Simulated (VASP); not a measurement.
Input of a VASP 6.6.1 run:

File INCAR:

```
SYSTEM = HgTe
PREC = Accurate ; ENCUT = 520
EDIFF = 1E-6 ; ISMEAR = -1
SIGMA = 0.02 ; LREAL = .FALSE.
LASPH = .TRUE. ; NELM = 100
ALGO = Normal ; ISIF = 2
LWAVE = .FALSE. ; LCHARG = .FALSE.
GGA = PE ; NBANDS = 16
```

KPOINTS

```
Automatic mesh
0
G
  6 6 6
  0 0 0
```

File POSCAR:

```
HgTe
1.0
    0.0000000000      3.2891972678      3.2891972678
    3.2891972678      0.0000000000      3.2891972678
    3.2891972678      3.2891972678      0.0000000000
Hg Te
1 1
Direct
    0.0000000000      0.0000000000      0.0000000000
    0.2500000000      0.2500000000      0.2500000000
```

Potentials or basis: VASP PAW PBE potentials, release 64 (Hg, Te).

Launch:

```sh
$ cat potpaw_PBE.64/Hg/POTCAR potpaw_PBE.64/Te/POTCAR > POTCAR
$ mpirun -np 1 vasp_std > vasp.out
```

(1) Predict the band gap on the k mesh.

(2) Estimate the pressure.

## Answers

(1) zero (filled and empty bands touch).

(2) 1.3 GPa.

Caveat: semilocal functionals underestimate gaps, and a narrow one can read as zero; spin-orbit coupling is left out, which moves the levels of the heavy elements.
